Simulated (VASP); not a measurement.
# Co: single point with PBE

Co:

```
Co
1.0
     2.48736    0.00000    0.00000
    -1.24368    2.15412    0.00000
     0.00000    0.00000    4.06329
Co
2
Direct
  0.33333 0.66667 0.74014
  0.66667 0.33333 0.25986
```

```yaml
Program: VASP 6.6.1
Task: single point
Functional: PBE
Potentials_or_basis: VASP PAW PBE potentials, release 64 (Co_sv)
Cutoff: 690 eV
k_mesh: 10 × 10 × 6
Occupations: fermi-dirac, width 0.05 eV
Spin: collinear spin, ferromagnetic start
Starting_moments: "[4.0, 4.0] μB"
Fixed_moment: 8 μB
```

The pressure is 108.9 GPa. The largest force is 1.243 eV/Å, the net moment is 8.00 μB per cell and the site moments are Co +3.32 μB. The valence electrons inside the program's atomic spheres are Co 14.86.

Forces in eV/Å, atoms in the order of the input:
```
Co   0.000  0.000  1.243
Co   0.000  0.000 -1.243
```

Stress tensor (GPa, compression positive):
```
105.57   0.00   0.00
  0.00 105.57   0.00
  0.00   0.00 115.60
```

Run time: 2.3 min on 1 thread of Intel(R) Xeon(R) Platinum 8259CL CPU @ 2.50GHz (Skylake/Cascade Lake) (shared host), peak memory 0.22 GiB.

Caveat: the stress differs along the axes, from 106 to 116 GPa; the total moment is fixed, so each spin has its own Fermi level and the state may be an excited one; forces of over 1 eV/Å act on the atoms, so gaps and moduli don't describe the material at rest.
